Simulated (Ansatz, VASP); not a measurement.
Two plane-wave programs on Si

```xyz
2
Lattice="0.0000 2.7350 2.7350 2.7350 0.0000 2.7350 2.7350 2.7350 0.0000" Properties=species:S:1:pos:R:3 pbc="T T T"
Si    0.0000    0.0000    0.0000
Si    1.3675    1.3675    1.3675
```

Alike in both runs: functional PBE; k mesh 10 × 10 × 10; occupations gaussian, width 0.02 eV; no spin polarisation.

Ansatz relaxed the structure, and its values are those at the end. VASP's run is a single point on that final structure, the one shown.

|  | VASP | Ansatz |
| --- | --- | --- |
| version | VASP 6.6.1 | Ansatz 0.2.0 |
| potentials or method | VASP PAW PBE potentials, release 64 (Si), cutoff 500 eV | scalar-relativistic, plane waves, PAW |
| valence electrons in the cell | 8 | 8 |

```tsv
	VASP	Ansatz	Ansatz less VASP
gap on the k mesh at the Fermi level (eV)	0.62	0.62	-0.002
least direct gap on the mesh (eV)	2.56	2.55	-0.005
pressure (GPa)	-0.1	0.0	+0.08
```
